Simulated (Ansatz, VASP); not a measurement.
## ZnS in VASP and in Ansatz

The input INCAR:

```
ALGO = Normal
EDIFF = 1E-7
ENCUT = 520
GGA = CA
ISIF = 2
ISMEAR = 0
LASPH = T
LCHARG = F
LREAL = F
LWAVE = F
NBANDS = 16
NELM = 80
PREC = Accurate
SIGMA = 0.05
```

The input KPOINTS:

```
k-points
0
Gamma
  10 10 10
```

The input POSCAR:

```
ZnS
1.0
    0.3393564127      2.8845295082      2.8845295082
    2.8845295082      0.3393564127      2.8845295082
    2.8845295082      2.8845295082      0.3393564127
Zn S
1 1
Direct
    0.0000000000      0.0000000000      0.0000000000
    0.7500000000      0.7500000000      0.7500000000
```

Input for Ansatz:

```yaml
crystal:
  lattice:
    - [0.3393564127, 2.8845295082, 2.8845295082]
    - [2.8845295082, 0.3393564127, 2.8845295082]
    - [2.8845295082, 2.8845295082, 0.3393564127]
  atoms:
    - { symbol: Zn, position: [0.0, 0.0, 0.0] }
    - { symbol: S, position: [0.75, 0.75, 0.75] }
basis:
  ecutwfc: 420
kpoints:
  mp_grid: { grid: [10, 10, 10] }
hamiltonian:
  xc: lda
scf:
  occupations: { method: gaussian, width: 0.05 }
output:
  forces: true
  stress: true
  eigenvalues: true
```

Alike in both runs: task single point; functional LDA; k mesh 10 × 10 × 10; occupations gaussian, width 0.05 eV; no spin polarisation.

|  | VASP | Ansatz |
| --- | --- | --- |
| version | VASP 6.6.1 | Ansatz 0.2.0 |
| potentials or method | VASP PAW LDA potentials, release 64 (Zn, S), cutoff 520 eV | scalar-relativistic, plane waves, PAW |
| valence electrons in the cell | 18 | 18 |

VASP gave:

```
gap on the k mesh at the Fermi level (eV)                     : 1.09
least direct gap on the mesh (eV)                             : 1.09
pressure (GPa)                                                : -1.1
traceless stress, the component that is largest in VASP (GPa) : -6.21
rms of the force components (eV/Å)                            : 0.178
```

Task: Which values does Ansatz return?

Result: gap on the k mesh at the Fermi level (eV): 1.07; least direct gap on the mesh (eV): 1.07; pressure (GPa): -1.3; traceless stress, the component that is largest in VASP (GPa): -6.15; rms of the force components (eV/Å): 0.169.

LDA's correlation is that of Perdew and Zunger in VASP and of Perdew and Wang (1992) in Ansatz. Atom by atom the forces differ by 0.010 eV/Å (rms over components).
